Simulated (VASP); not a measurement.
# CdSe (F-43m) in VASP: elastic constants with LDA

Aim: the elastic constants of CdSe with LDA.

Everything below comes from runs of VASP 6.6.1. Logs are shortened: lines on timing, memory, paths and dates and some standing lists are left out, and cuts for length are marked.

## 1. The cell of the first run

The structure is cubic, space group F-43m (No. 216). Conventional cell: a = 6.008 Å, b = 6.008 Å, c = 6.008 Å, α = 90.00°, β = 90.00°, γ = 90.00°. Cd (site symmetry -43m) has 4 Se at 2.60 Å within 3.4 Å. Se (site symmetry -43m) has 4 Cd at 2.60 Å within 3.4 Å.

## 2. Elastic constants, LDA

INCAR reads:

```
SYSTEM = CdSe
  PREC = Accurate
  ENCUT = 600
  EDIFF = 1E-8
  ISMEAR = 0
  SIGMA = 0.01
  LREAL = .FALSE.
  LASPH = .TRUE.
  NELM = 100
  ALGO = Normal
  ISIF = 3
  LWAVE = .FALSE.
  LCHARG = .TRUE.
  GGA = CA
  NBANDS = 16
  IBRION = 6
  NFREE = 2
  POTIM = 0.015
  NSW = 1
```

KPOINTS reads:

```
regular mesh
0
G
  6 6 6
  0 0 0
```

POSCAR reads:

```
CdSe
1.0
    3.0039936764      3.0039936764      0.0000000000
   -3.0039936764      3.0039936764      0.0000000000
    0.0000000000      3.0039936764      3.0039936764
Cd Se
1 1
Direct
    0.0000000000      0.0000000000      0.0000000000
    0.7500000000      0.2500000000      0.5000000000
```

Potentials or basis: VASP PAW LDA potentials, release 64 (Cd, Se).

Started as:

```bash
> cat potpaw_LDA.64/Cd/POTCAR potpaw_LDA.64/Se/POTCAR > POTCAR
> mpirun -np 1 vasp_std > vasp.out
```

OUTCAR:

```text
SYSTEM = CdSe
   PREC = Accurate
   ENCUT = 600
   EDIFF = 1E-8
   ISMEAR = 0
   LREAL = .FALSE.
   LASPH = .TRUE.
   NELM = 100
   ISIF = 3
   GGA = CA
   IBRION = 6
   NFREE = 2
   POTIM = 0.015
   NSW = 1

 ion  position               nearest neighbor table
   1  0.000  0.000  0.000-   2 2.60   2 2.60   2 2.60   2 2.60
   2  0.750  0.250  0.500-   1 2.60   1 2.60   1 2.60   1 2.60

  LATTYP: Found a face centered cubic cell.
 ALAT       =     6.0079873528

  Lattice vectors:

 A1 = (   0.0000000000,   3.0039936764,   3.0039936764)
 A2 = (   3.0039936764,   0.0000000000,   3.0039936764)
 A3 = (   3.0039936764,   3.0039936764,   0.0000000000)

Analysis of symmetry for initial positions (statically):
=====================================================================
 Subroutine PRICEL returns:
 Original cell was already a primitive cell.

 Routine SETGRP: Setting up the symmetry group for a
 face centered cubic supercell.

 Subroutine GETGRP returns: Found 24 space group operations
 (whereof 24 operations were pure point group operations)
 out of a pool of 48 trial point group operations.

The static configuration has the point symmetry T_d .

Analysis of symmetry for dynamics (positions and initial velocities):
=====================================================================
 Subroutine PRICEL returns:
 Original cell was already a primitive cell.

 Routine SETGRP: Setting up the symmetry group for a
 face centered cubic supercell.

 Subroutine GETGRP returns: Found 24 space group operations
 (whereof 24 operations were pure point group operations)
 out of a pool of 48 trial point group operations.

The dynamic configuration has the point symmetry T_d .

 Subroutine INISYM returns: Found 24 space group operations
 (whereof 24 operations are pure point group operations),
 and found     1 'primitive' translations

----------------------------------------------------------------------------------------

                                     Primitive cell

  volume of cell :      54.2159

  direct lattice vectors                    reciprocal lattice vectors
     3.003993676  3.003993676  0.000000000     0.166445091  0.166445091 -0.166445091
    -3.003993676  3.003993676  0.000000000    -0.166445091  0.166445091 -0.166445091
     0.000000000  3.003993676  3.003993676     0.000000000  0.000000000  0.332890181

  length of vectors
     4.248288598  4.248288598  4.248288598     0.288291354  0.288291354  0.332890181

  position of ions in fractional coordinates (direct lattice)
     0.000000000  0.000000000  0.000000000
     0.750000000  0.250000000  0.500000000

  ion indices of the primitive-cell ions
   primitive index   ion index
                 1           1
                 2           2

----------------------------------------------------------------------------------------

 KPOINTS: regular mesh

Automatic generation of k-mesh.
 Grid dimensions read from file:
 generate k-points for:    6    6    6

 Generating k-lattice:
[... 87 lines left out ...]
  energy-cutoff  :      600.00
  volume of cell :       54.22
 maximum number of plane-waves:      1821
 NGX is ok and might be reduce to    36
   NGX = 17   NGY = 17   NGZ = 17

--------------------------------------- Ionic step        1  -------------------------------------------

 number of electron      18.0000002 magnetization

 Free energy of the ion-electron system (eV)
  ---------------------------------------------------
  ext. energy  EPLUGINS =         0.00000000
  ---------------------------------------------------
  free energy    TOTEN  =        -6.75605747 eV

  energy without entropy =       -6.75605747  energy(sigma->0) =       -6.75605747

------------------------ aborting loop because EDIFF is reached ----------------------------------------

  FORCE on cell =-STRESS in cart. coord.  units (eV):
  Direction    XX          YY          ZZ          XY          YZ          ZX
  --------------------------------------------------------------------------------------
  -------------------------------------------------------------------------------------
  Total        0.1519094      0.1519094      0.1519094     -0.0000000      0.0000000     -0.0000000
  in kB        4.4891916      4.4891916      4.4891916     -0.0000000      0.0000000     -0.0000000
  external PRESSURE =       4.4891916 kB  Pullay stress =       0.0000000 kB
[... 89 lines left out ...]
  FREE ENERGIE OF THE ION-ELECTRON SYSTEM (eV)
  ---------------------------------------------------
  free  energy   TOTEN  =        -6.7509819910 eV

  energy  without entropy=       -6.7509819910  energy(sigma->0) =       -6.75098199

[... ionic steps 4 to 14 ...]

--------------------------------------- Ionic step       15  -------------------------------------------

 number of electron      18.0000000 magnetization

------------------------ aborting loop because EDIFF is reached ----------------------------------------
[... 67 lines left out ...]
--------------------------------------- Ionic step       17  -------------------------------------------

 number of electron      18.0000003 magnetization

 Free energy of the ion-electron system (eV)
  ---------------------------------------------------
  ext. energy  EPLUGINS =         0.00000000
  ---------------------------------------------------
  free energy    TOTEN  =        -6.75544797 eV

  energy without entropy =       -6.75544797  energy(sigma->0) =       -6.75544797

 E-fermi :   1.2200     XC(G=0):  -9.4533

 val. band max:        1.1333173945   @ k =   0.0000   0.0000   0.0000
 cond. band min:       1.5610246431   @ k =   0.0000   0.0000   0.0000
 fundamental gap:      0.4277072486
 Fermi energy:         1.2199962612

 k-point     1 :       0.0000    0.0000    0.0000
  band No.  band energies     occupation
      1     -11.7365      2.00000
      2      -6.9781      2.00000
      3      -6.9680      2.00000
      4      -6.9581      2.00000
      5      -6.5477      2.00000
      6      -6.5475      2.00000
[... 433 lines left out ...]
      3      -6.8336      2.00000
      4      -6.5552      2.00000
      5      -6.5496      2.00000
      6      -6.3129      2.00000
[... 8 lines left out ...]
     15      12.0539      0.00000
     16      13.2443      0.00000

 [... further k-points ...]
[... 5 lines left out ...]
  --------------------------------------------------------------------------------------
  -------------------------------------------------------------------------------------
  Total        0.1524566      0.1546408      0.1546408      0.0000000     -0.1079026      0.0000000
  in kB        4.5053638      4.5699109      4.5699109      0.0000000     -3.1887142      0.0000000
  external PRESSURE =       4.5483952 kB  Pullay stress =       0.0000000 kB
[... 17 lines left out ...]
  FREE ENERGIE OF THE ION-ELECTRON SYSTEM (eV)
  ---------------------------------------------------
  free  energy   TOTEN  =        -6.7554479683 eV

  energy  without entropy=       -6.7554479683  energy(sigma->0) =       -6.75544797

 INTERNAL STRAIN TENSORS FROM STRAINED CELLS
 ============================================

 INTERNAL STRAIN TENSOR FOR ION    1 for displacements in x,y,z  (eV/Angst):
          X           Y           Z          XY          YZ          ZX
  --------------------------------------------------------------------------------
  x    -0.00000    -0.00000    -0.00000     0.00000    -7.20818     0.00000
  y    -0.00000     0.00000    -0.00000    -0.00000    -0.00000    -7.20818
  z    -0.00000    -0.00000     0.00000    -7.20947    -0.00000     0.00000

 INTERNAL STRAIN TENSORS FROM DISPLACED ATOMS
 ============================================

 INTERNAL STRAIN TENSOR FOR ION    1 for displacements in x,y,z  (eV/Angst):
          X           Y           Z          XY          YZ          ZX
  --------------------------------------------------------------------------------
  x     0.00000     0.00000     0.00000     0.00000    -7.19850     0.00000
  y     0.00000     0.00000     0.00000     0.00000     0.00000    -7.19850
  z     0.00000     0.00000     0.00000    -7.19850     0.00000     0.00000

 INTERNAL STRAIN TENSOR FOR ION    2 for displacements in x,y,z  (eV/Angst):
          X           Y           Z          XY          YZ          ZX
  --------------------------------------------------------------------------------
  x    -0.00000     0.00000     0.00000     0.00000     7.19207     0.00000
  y    -0.00000    -0.00000    -0.00000     0.00000     0.00000     7.19207
  z     0.00000     0.00000    -0.00000     7.19207     0.00000     0.00000

 Eigenvectors and eigenvalues of the dynamical matrix
 ----------------------------------------------------

   1 f  =    5.346870 THz    33.595373 2PiTHz  178.352377 cm-1    22.112867 meV
             X         Y         Z           dx          dy          dz
      0.000000  0.000000  0.000000     0.000000    0.642964    0.000000
      1.501997  4.505991  1.501997     0.000000   -0.765896    0.000000
[... 21 lines left out ...]
   6 f/i=    0.004349 THz     0.027322 2PiTHz    0.145050 cm-1     0.017984 meV
             X         Y         Z           dx          dy          dz
      0.000000  0.000000  0.000000     0.000000    0.000000    0.765896
      1.501997  4.505991  1.501997     0.000000    0.000000    0.642964

--------------------------------------------------------------------------------------------------------

 ELASTIC MODULI CONTR FROM IONIC RELAXATION (kBar)
 Direction    XX          YY          ZZ          XY          YZ          ZX
 --------------------------------------------------------------------------------
 XX          -0.0000      0.0000      0.0000     -0.0000      0.0000      0.0000
 YY           0.0000     -0.0000     -0.0000     -0.0000     -0.0000      0.0000
 ZZ           0.0000     -0.0000     -0.0000      0.0000     -0.0000      0.0000
 XY          -0.0000     -0.0000      0.0000   -281.9138      0.0000      0.0000
 YZ           0.0000     -0.0000     -0.0000      0.0000   -281.9138      0.0000
 ZX           0.0000      0.0000      0.0000      0.0000      0.0000   -281.9138
 --------------------------------------------------------------------------------

 TOTAL ELASTIC MODULI (kBar)
 Direction    XX          YY          ZZ          XY          YZ          ZX
 --------------------------------------------------------------------------------
 XX         715.9311    535.1400    535.1400     -0.0000      0.0000      0.0000
 YY         535.1400    715.9311    535.1400     -0.0000     -0.0000      0.0000
 ZZ         535.1400    535.1400    715.9311      0.0000     -0.0000      0.0000
 XY          -0.0000     -0.0000      0.0000    237.6549      0.0000      0.0000
 YZ           0.0000     -0.0000     -0.0000      0.0000    237.6549      0.0000
 ZX           0.0000      0.0000      0.0000      0.0000      0.0000    237.6549
 --------------------------------------------------------------------------------
```

Run time: 20 min. Hardware: 1 thread of AMD EPYC 7R13, shared host; peak memory 0.25 GiB.

What came out:

```yaml
Elastic_constants_C11_C12_C44: 72, 54, 24 GPa
Voigt_bulk_modulus: 60 GPa
Highest_phonon_frequency_at_Γ_LO-TO_splitting_left_out: 178 cm⁻¹
```

Phonon frequencies in cm⁻¹ (negative: imaginary):
| q point | frequencies |
| --- | --- |
| (0.000, 0.000, 0.000) | 0 0 0 178 178 178 |

Elastic tensor in Voigt notation (GPa, in the Cartesian axes of the cell as first typed):
```
72 54 54  0  0  0
54 72 54  0  0  0
54 54 72  0  0  0
 0  0  0 24  0  0
 0  0  0  0 24  0
 0  0  0  0  0 24
```

Clamped-ion elastic tensor (GPa):
```
72 54 54  0  0  0
54 72 54  0  0  0
54 54 72  0  0  0
 0  0  0 52  0  0
 0  0  0  0 52  0
 0  0  0  0  0 52
```
